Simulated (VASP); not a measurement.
# Li4SiC2 (I4/mmm) in VASP: further runs

The runs below take Li4SiC2 through single point, relaxation of cell and atoms, with PBE.

All numbers are computed with VASP 6.6.1; they aren't measurements. Logs are shortened: lines on timing, memory, paths and dates and some standing lists are left out, and cuts for length are marked.

## (1) The cell of the first run

The structure is tetragonal, space group I4/mmm (No. 139). The conventional cell has a = 5.722 Å, b = 5.722 Å, c = 4.994 Å, α = 90.00°, β = 90.00°, γ = 90.00°. Within 2.4 Å of Li (site symmetry m2m) lie 2 Li at 1.83 Å and 2 C at 2.00 Å. Within 3.7 Å of Si (site symmetry 4/mmm) lie 16 Li at 2.81 to 3.26 Å and 8 C at 3.12 Å. C (site symmetry -4m2) has 4 Li at 2.00 Å and 2 C at 2.50 Å within 2.7 Å.

## (2) Single point, PBE

INCAR

```
PREC = Accurate
ENCUT = 520
EDIFF = 1E-7
ISMEAR = 0
SIGMA = 0.1
LREAL = False
LASPH = True
NELM = 60
ALGO = Normal
ISIF = 2
LWAVE = False
LCHARG = False
GGA = PE
NBANDS = 21
```

KPOINTS

```
Automatic mesh
0
Gamma
  4 4 4
```

POSCAR

```
Li4SiC2
1.0
   -2.8607621600      2.8607621600      2.4970851800
    2.8607621600     -2.8607621600      2.4970851800
    2.8607621600      2.8607621600     -2.4970851800
Li Si C
4 1 2
Direct
    0.2738148700      0.5000000000      0.7738148700
    0.5000000000      0.2738148700      0.7738148700
    0.5000000000      0.7261851300      0.2261851300
    0.7261851300      0.5000000000      0.2261851300
    0.0000000000      0.0000000000      0.0000000000
    0.7500000000      0.2500000000      0.5000000000
    0.2500000000      0.7500000000      0.5000000000
```

Potentials or basis: VASP PAW PBE potentials, release 64 (Li_sv, Si, C).

On the command line:

```sh
$ cat potpaw_PBE.64/Li_sv/POTCAR potpaw_PBE.64/Si/POTCAR potpaw_PBE.64/C/POTCAR > POTCAR
$ mpirun -np 1 vasp_std > vasp.out
```

OUTCAR:

```text
PREC = Accurate
   ENCUT = 520
   EDIFF = 1E-7
   ISMEAR = 0
   LREAL = False
   LASPH = True
   NELM = 60
   ISIF = 2
   GGA = PE

 ion  position               nearest neighbor table
   1  0.274  0.500  0.774-   2 1.83   3 1.83   6 2.00   7 2.00   4 2.59   5 2.81   5 2.81
   2  0.500  0.274  0.774-   1 1.83   4 1.83   7 2.00   6 2.00   3 2.59   5 2.81   5 2.81
   3  0.500  0.726  0.226-   1 1.83   4 1.83   6 2.00   7 2.00   2 2.59   5 2.81   5 2.81
   4  0.726  0.500  0.226-   2 1.83   3 1.83   7 2.00   6 2.00   1 2.59   5 2.81   5 2.81
   5  0.000  0.000  0.000-   4 2.81   3 2.81   1 2.81   2 2.81   4 2.81   3 2.81   1 2.81   2 2.81

   6  0.750  0.250  0.500-   1 2.00   3 2.00   4 2.00   2 2.00
   7  0.250  0.750  0.500-   2 2.00   4 2.00   3 2.00   1 2.00

  LATTYP: Found a body centered tetragonal cell.
 ALAT       =     5.7215243200
 C/A-ratio  =     0.8728740945

  Lattice vectors:

 A1 = (  -2.8607621600,   2.8607621600,   2.4970851800)
 A2 = (   2.8607621600,  -2.8607621600,   2.4970851800)
 A3 = (   2.8607621600,   2.8607621600,  -2.4970851800)

Analysis of symmetry for initial positions (statically):
=====================================================================
 Subroutine PRICEL returns:
 Original cell was already a primitive cell.

 Routine SETGRP: Setting up the symmetry group for a
 body centered tetragonal supercell.

 Subroutine GETGRP returns: Found 16 space group operations
 (whereof 16 operations were pure point group operations)
 out of a pool of 16 trial point group operations.

The static configuration has the point symmetry D_4h.

Analysis of symmetry for dynamics (positions and initial velocities):
=====================================================================
 Subroutine PRICEL returns:
 Original cell was already a primitive cell.

 Routine SETGRP: Setting up the symmetry group for a
 body centered tetragonal supercell.

 Subroutine GETGRP returns: Found 16 space group operations
 (whereof 16 operations were pure point group operations)
 out of a pool of 16 trial point group operations.

The dynamic configuration has the point symmetry D_4h.

 Subroutine INISYM returns: Found 16 space group operations
 (whereof 16 operations are pure point group operations),
 and found     1 'primitive' translations

----------------------------------------------------------------------------------------

                                     Primitive cell

  volume of cell :      81.7442

  direct lattice vectors                    reciprocal lattice vectors
    -2.860762160  2.860762160  2.497085180     0.000000000  0.174778598  0.200233458
     2.860762160 -2.860762160  2.497085180     0.174778598  0.000000000  0.200233458
     2.860762160  2.860762160 -2.497085180     0.174778598  0.174778598  0.000000000

  length of vectors
     4.754298546  4.754298546  4.754298546     0.265783739  0.265783739  0.247174264

  position of ions in fractional coordinates (direct lattice)
     0.273814870  0.500000000  0.773814870
     0.500000000  0.273814870  0.773814870
     0.500000000  0.726185130  0.226185130
     0.726185130  0.500000000  0.226185130
     0.000000000  0.000000000  0.000000000
     0.750000000  0.250000000  0.500000000
     0.250000000  0.750000000  0.500000000

  ion indices of the primitive-cell ions
   primitive index   ion index
                 1           1
                 2           2
                 3           3
                 4           4
                 5           5
                 6           6
                 7           7

----------------------------------------------------------------------------------------

 KPOINTS: Automatic mesh

Automatic generation of k-mesh.
 Grid dimensions read from file:
 generate k-points for:    4    4    4

 Generating k-lattice:

  Cartesian coordinates                     Fractional coordinates (reciprocal lattice)
     0.000000000  0.043694650  0.050058364     0.250000000  0.000000000 -0.000000000
     0.043694650  0.000000000  0.050058364     0.000000000  0.250000000 -0.000000000
     0.043694650  0.043694650  0.000000000     0.000000000  0.000000000  0.250000000

  Length of vectors
     0.066445935  0.066445935  0.061793566

  Shift w.r.t. Gamma in fractional coordinates (k-lattice)
     0.000000000  0.000000000  0.000000000

 Subroutine IBZKPT returns following result:
 ===========================================

 Found     13 irreducible k-points:

 Following reciprocal coordinates:
            Coordinates               Weight
  0.000000  0.000000  0.000000      1.000000
  0.250000  0.000000  0.000000      8.000000
  0.500000  0.000000  0.000000      4.000000
  0.250000  0.250000  0.000000      8.000000
  0.500000  0.250000  0.000000     16.000000
 -0.250000  0.250000  0.000000      4.000000
  0.500000  0.500000  0.000000      2.000000
  0.250000  0.250000  0.250000      2.000000
 -0.250000  0.250000  0.250000      4.000000
[... 65 lines left out ...]
  ---------------------------------------------------
  free energy    TOTEN  =       -20.78644386 eV

  energy without entropy =      -20.77453630  energy(sigma->0) =      -20.78049008

 E-fermi :   3.6360     XC(G=0):  -9.5103

 val. band max:        3.6073361867   @ k =   0.2500   0.2500   0.2500
 cond. band min:       3.7124309066   @ k =   0.2500   0.2500   0.2500
 fundamental gap:      0.1050947199
 Fermi energy:         3.6359555146

 k-point     1 :       0.0000    0.0000    0.0000
  band No.  band energies     occupation
      1     -43.1065      2.00000
      2     -42.7595      2.00000
      3     -42.7595      2.00000
      4     -42.4582      2.00000
      5      -7.1200      2.00000
      6      -3.4621      2.00000
[... 13 lines left out ...]
     20      10.1546      0.00000
     21      11.5502      0.00000

 k-point     2 :       0.2500    0.0000    0.0000
  band No.  band energies     occupation
      1     -43.1041      2.00000
      2     -42.7614      2.00000
      3     -42.7597      2.00000
      4     -42.4587      2.00000
      5      -6.7571      2.00000
      6      -4.2866      2.00000
[... 13 lines left out ...]
     20      10.0627      0.00000
     21      11.7522      0.00000

 k-point     3 :       0.5000    0.0000    0.0000
  band No.  band energies     occupation
      1     -43.1015      2.00000
      2     -42.7634      2.00000
      3     -42.7599      2.00000
      4     -42.4591      2.00000
      5      -5.8438      2.00000
      6      -5.5704      2.00000
[... 13 lines left out ...]
     20       9.7554      0.00000
     21      10.0472      0.00000

 k-point     4 :       0.2500    0.2500    0.0000
  band No.  band energies     occupation
      1     -43.1015      2.00000
      2     -42.7617      2.00000
      3     -42.7616      2.00000
      4     -42.4591      2.00000
      5      -5.9495      2.00000
      6      -5.4135      2.00000
[... 13 lines left out ...]
     20       9.9481      0.00000
     21      10.4186      0.00000

 k-point     5 :       0.5000    0.2500    0.0000
  band No.  band energies     occupation
      1     -43.1007      2.00000
      2     -42.7642      2.00000
      3     -42.7608      2.00000
      4     -42.4582      2.00000
      5      -6.3604      2.00000
      6      -4.5762      2.00000
[... 13 lines left out ...]
     20       9.7648      0.00000
     21      11.5660      0.00000
[... 118 lines left out ...]
     20      10.7697      0.00000
     21      11.1273      0.00000

 k-point    11 :      -0.2500    0.5000    0.2500
  band No.  band energies     occupation
      1     -43.1007      2.00000
      2     -42.7619      2.00000
      3     -42.7601      2.00000
      4     -42.4613      2.00000
      5      -6.1010      2.00000
      6      -5.0158      2.00000
[... 13 lines left out ...]
     20      10.5024      0.00000
     21      12.9716      0.00000

 k-point    12 :      -0.2500   -0.2500    0.2500
  band No.  band energies     occupation
      1     -43.1032      2.00000
      2     -42.7599      2.00000
      3     -42.7599      2.00000
      4     -42.4608      2.00000
      5      -6.2145      2.00000
      6      -5.2541      2.00000
[... 13 lines left out ...]
     20      10.1158      0.00000
     21      10.1158      0.00000

 k-point    13 :       0.5000    0.5000    0.5000
  band No.  band energies     occupation
      1     -43.0999      2.00000
      2     -42.7604      2.00000
      3     -42.7604      2.00000
      4     -42.4637      2.00000
      5      -6.2420      2.00000
      6      -4.1666      2.00000
[... 13 lines left out ...]
     20      11.9021      0.00000
     21      12.9077      0.00000

------------------------ aborting loop because EDIFF is reached ----------------------------------------

  FORCE on cell =-STRESS in cart. coord.  units (eV):
  Direction    XX          YY          ZZ          XY          YZ          ZX
  --------------------------------------------------------------------------------------
  -------------------------------------------------------------------------------------
  Total        5.7691320      5.7691320     -9.7117048      0.0000000      0.0000000      0.0000000
  in kB      113.0743775    113.0743775   -190.3483868      0.0000000      0.0000000      0.0000000
  external PRESSURE =      11.9334561 kB  Pullay stress =       0.0000000 kB

 VOLUME and BASIS-vectors are now :
 -----------------------------------------------------------------------------
  energy-cutoff  :      520.00
  volume of cell :       81.74
      direct lattice vectors                 reciprocal lattice vectors
    -2.860762160  2.860762160  2.497085180     0.000000000  0.174778598  0.200233458
     2.860762160 -2.860762160  2.497085180     0.174778598  0.000000000  0.200233458
     2.860762160  2.860762160 -2.497085180     0.174778598  0.174778598  0.000000000

 POSITION                                       TOTAL-FORCE (eV/Angst)
 -----------------------------------------------------------------------------------
      2.86076      1.56664      0.00000         0.000000     -2.373407      0.000000
      1.56664      2.86076      0.00000        -2.373407     -0.000000      0.000000
      1.29412      0.00000      2.49709         2.373407      0.000000      0.000000
      0.00000      1.29412      2.49709         0.000000      2.373407      0.000000
      0.00000      0.00000      0.00000         0.000000      0.000000      0.000000
      0.00000      2.86076      1.24854         0.000000     -0.000000     -0.000000
      2.86076      0.00000      1.24854         0.000000     -0.000000      0.000000
 -----------------------------------------------------------------------------------
    total drift:                               -0.000000      0.000000      0.000000

  FREE ENERGIE OF THE ION-ELECTRON SYSTEM (eV)
  ---------------------------------------------------
  free  energy   TOTEN  =       -20.7864438627 eV

  energy  without entropy=      -20.7745362985  energy(sigma->0) =      -20.78049008
```

It took 21 s on 1 thread of Intel Xeon Platinum 8375C at 2.90GHz (Ice Lake), shared host; peak memory 0.2 GiB.

Results:

```yaml
Free_energy: -20.7864 eV
Largest_force: 2.373 eV/Å
Band_gap_on_the_k_mesh: zero (band 12 reaches 4.16 eV, above the bottom of band 13 at 2.80 eV)
```

Forces in eV/Å, atoms in the order of the input:
```
Li   0.000 -2.373  0.000
Li  -2.373  0.000  0.000
Li   2.373  0.000  0.000
Li   0.000  2.373  0.000
Si   0.000  0.000  0.000
C    0.000  0.000  0.000
C    0.000  0.000  0.000
```

Caveat: the k points lie up to 0.42 Å⁻¹ apart; the cutoff is under 1.25 times the usual one of these potentials, so pressure, stress and relaxed cells hold a basis-set (Pulay) error; forces of over 1 eV/Å act on the atoms, so gaps and moduli don't describe the material at rest.

## (3) Single point, PBE

This run uses another cell than the first one, of 14.86 Å³/atom, 1.272 times its volume.

INCAR

```
ALGO = Normal
EDIFF = 1E-6
ENCUT = 520
GGA = PE
ISIF = 2
ISMEAR = 0
LASPH = True
LCHARG = True
LELF = True
LREAL = False
LVHAR = True
LWAVE = False
NBANDS = 21
NELM = 100
PREC = Accurate
SIGMA = 0.1
```

KPOINTS

```
k-points
0
Gamma
  4 4 4
```

POSCAR

```
Li4SiC2
1.0
   -4.4285127325      4.4285127325      1.3256320627
    4.4285127325     -4.4285127325      1.3256320627
    4.4285127325      4.4285127325     -1.3256320627
Li Si C
4 1 2
Direct
    0.2524664447      0.5000000000      0.7524664447
    0.5000000000      0.2524664447      0.7524664447
    0.5000000000      0.7475335553      0.2475335553
    0.7475335553      0.5000000000      0.2475335553
    0.0000000000      0.0000000000      0.0000000000
    0.7500000000      0.2500000000      0.5000000000
    0.2500000000      0.7500000000      0.5000000000
```

Potentials or basis: VASP PAW PBE potentials, release 64 (Li_sv, Si, C).

On the command line:

```sh
$ cat potpaw_PBE.64/Li_sv/POTCAR potpaw_PBE.64/Si/POTCAR potpaw_PBE.64/C/POTCAR > POTCAR
$ mpirun -np 1 vasp_std > vasp.out
```

Run time: 43 s. Hardware: 1 thread of Intel Xeon Platinum 8375C at 2.90GHz (Ice Lake), shared host; peak memory 0.31 GiB.

It converged, with:

| Property | Result |
| --- | --- |
| Free energy | -30.7724 eV |
| Band gap on the k mesh | zero (band 12 reaches 4.73 eV, above the bottom of band 13 at 2.61 eV) |

Levels at points of the mesh, in eV from the Fermi level:
| k point | band 9 | band 10 | band 11 | band 12 | band 13 | band 14 | band 15 | band 16 |
| --- | --- | --- | --- | --- | --- | --- | --- | --- |
| (0.00, 0.00, 0.00) | -8.18 | -3.07 | -3.07 | -1.50 | -0.87 | 3.44 | 4.15 | 4.16 |
| (0.50, 0.00, 0.00) | -3.49 | -3.29 | -3.29 | -3.29 | -0.54 | -0.02 | 2.48 | 2.75 |
| (0.50, 0.50, 0.00) | -8.18 | -3.71 | -3.08 | -0.51 | 0.82 | 2.08 | 2.98 | 3.18 |
| (0.50, 0.50, 0.50) | -8.23 | -3.54 | -3.54 | 1.24 | 1.72 | 1.72 | 2.33 | 2.83 |

Caveat: the k points lie up to 0.62 Å⁻¹ apart; the cutoff is under 1.25 times the usual one of these potentials, so pressure, stress and relaxed cells hold a basis-set (Pulay) error.

## (4) Relaxation of cell and atoms, PBE

INCAR

```
SYSTEM = Li4SiC2
ALGO = Normal
EDIFF = 1E-7
EDIFFG = -0.04
ENCUT = 600
GGA = PE
IBRION = 2
ISIF = 3
ISMEAR = 0
LASPH = .TRUE.
LCHARG = .FALSE.
LREAL = .FALSE.
LWAVE = .FALSE.
NELM = 100
NSW = 90
PREC = Accurate
SIGMA = 0.1
```

KPOINTS

```
k-points
0
G
  4 4 4
  0 0 0
```

POSCAR

```
Li4SiC2
1.0
   -2.8607621600      2.8607621600      2.4970851800
    2.8607621600     -2.8607621600      2.4970851800
    2.8607621600      2.8607621600     -2.4970851800
Li Si C
4 1 2
Direct
    0.2738148700      0.5000000000      0.7738148700
    0.5000000000      0.2738148700      0.7738148700
    0.5000000000      0.7261851300      0.2261851300
    0.7261851300      0.5000000000      0.2261851300
    0.0000000000      0.0000000000      0.0000000000
    0.7500000000      0.2500000000      0.5000000000
    0.2500000000      0.7500000000      0.5000000000
```

On the command line:

```sh
$ cat potpaw_PBE.64/Li_sv/POTCAR potpaw_PBE.64/Si/POTCAR potpaw_PBE.64/C/POTCAR > POTCAR
$ mpirun -np 1 vasp_std > vasp.out
```

Wall time 6.9 min (1 thread of Intel Xeon Platinum 8375C at 2.90GHz (Ice Lake), shared host); peak memory 0.24 GiB.

The run converged. Its results:

| Item | Value |
| --- | --- |
| Free energy | -29.1471 eV |
| Relaxed volume | 12.55 Å³/atom |
| Relaxed cell | a = 5.902 Å, b = 5.902 Å, c = 5.902 Å, α = 92.90°, β = 92.90°, γ = 153.98° |
| Space group after relaxing (to 0.05 Å) | I4/mmm (No. 139) |
| Energy gained by relaxing | 1193.9 meV/atom |
| Ionic steps | 24 |
| Pressure after relaxing | 0.2 GPa |
| Largest force after relaxing | 0.007 eV/Å |
| Band gap on the k mesh | zero (band 12 reaches 7.04 eV, above the bottom of band 13 at 3.67 eV) |

Forces in eV/Å, atoms in the order of the input:
```
Li   0.000  0.007  0.000
Li   0.007  0.000  0.000
Li  -0.007  0.000  0.000
Li   0.000 -0.007  0.000
Si   0.000  0.000  0.000
C    0.000  0.000  0.000
C    0.000  0.000  0.000
```

Stress tensor (GPa, compression positive):
```
0.23 0.00 0.00
0.00 0.23 0.00
0.00 0.00 0.11
```

The path:
| step | energy change (eV) | largest force (eV/Å) | pressure (GPa) | volume (Å³) |
| --- | --- | --- | --- | --- |
| 1 | 0.0000 | 2.3715 | 1.11 | 81.74 |
| 2 | -1.3961 | 0.0387 | 4.38 | 82.39 |
| 3 | -1.5263 | 0.7785 | 6.62 | 82.46 |
| 4 | -2.0446 | 0.4739 | 2.63 | 88.97 |
| 5 | -2.7572 | 0.3734 | -5.86 | 108.88 |
| 6 | -3.1963 | 0.6033 | -5.99 | 109.94 |
| 7 | -5.7706 | 0.5607 | -11.80 | 109.62 |
| 8 | 12.1738 | 1.0899 | 67.08 | 89.95 |
| 9 | -6.0842 | 0.6448 | -11.23 | 109.15 |
| 10 | -6.6901 | 0.5460 | -12.67 | 107.52 |
| 11 | -6.6485 | 0.7255 | 1.75 | 100.88 |
| 12 | -7.2244 | 0.3161 | -13.89 | 106.39 |
| 13 | -7.6895 | 0.5289 | -8.31 | 103.95 |
| 14 | -7.6455 | 0.4781 | -10.87 | 104.92 |
| 15 | -6.5180 | 0.8330 | 11.47 | 90.98 |
| 16 | -7.8460 | 0.5439 | -6.54 | 101.00 |
| 17 | -7.8483 | 0.5516 | -6.07 | 100.63 |
| 18 | -8.2207 | 0.4854 | -2.97 | 93.47 |
| 19 | -8.3291 | 0.3802 | 0.20 | 88.21 |
| 20 | -8.3303 | 0.3610 | 0.71 | 87.50 |
| 21 | -8.3510 | 0.1530 | 0.13 | 87.78 |
| 22 | -8.3552 | 0.0028 | -0.25 | 87.99 |
| 23 | -8.3560 | 0.0157 | 0.56 | 87.75 |
| 24 | -8.3574 | 0.0071 | 0.19 | 87.86 |

Final structure:
```
CELL_PARAMETERS angstrom
-4.06610 4.06610 1.32853
4.06610 -4.06610 1.32853
4.06610 4.06610 -1.32853
ATOMIC_POSITIONS crystal
Li 0.24972 0.50000 0.74972
Li 0.50000 0.24972 0.74972
Li 0.50000 0.75028 0.25028
Li 0.75028 0.50000 0.25028
Si 0.00000 0.00000 0.00000
C 0.75000 0.25000 0.50000
C 0.25000 0.75000 0.50000
```

Levels at points of the mesh, in eV from the Fermi level:
```csv
k point,band 9,band 10,band 11,band 12,band 13,band 14,band 15,band 16
"(0.00, 0.00, 0.00)",-8.67,-2.82,-2.82,-1.76,-0.19,3.31,4.99,5.57
"(0.50, 0.00, 0.00)",-4.22,-3.83,-3.79,-3.73,-0.78,-0.05,2.75,2.80
"(0.50, 0.50, 0.00)",-8.64,-3.67,-2.79,-0.29,1.41,3.30,3.31,4.22
"(0.50, 0.50, 0.50)",-8.72,-3.46,-3.46,2.56,2.56,2.65,2.91,3.31
```

Caveat: the k points lie up to 0.62 Å⁻¹ apart in the final cell; the cutoff is under 1.25 times the usual one of these potentials, so pressure, stress and relaxed cells hold a basis-set (Pulay) error.

## (5) The runs side by side

| task | cell | cutoff (eV) | gap on the mesh (eV) | largest force (eV/Å) |
| --- | --- | --- | --- | --- |
| single point | a = 4.754 Å, angles 106.0, 106.0, 116.6°, 7 atoms | 520 | none | 2.37 |
| single point | a = 6.402 Å, angles 92.5, 92.5, 156.1°, 7 atoms | 520 | none | - |
| relaxation of cell and atoms | relaxed from a = 4.754 Å, angles 106.0, 106.0, 116.6°, 7 atoms | 600 | none | 0.01 |

Alike in all rows: level PBE; potentials or basis VASP PAW PBE potentials, release 64 (Li_sv, Si, C); no spin polarisation; k mesh 4 × 4 × 4; smearing gaussian 0.1 eV.

Caveats: all runs use coarse meshes; the cutoff is under 1.25 times the usual one of these potentials, so pressure, stress and relaxed cells hold a basis-set (Pulay) error; forces of over 1 eV/Å act on the atoms, so gaps and moduli don't describe the material at rest (some runs).

Absolute energies hang on the potentials; compare differences alone.
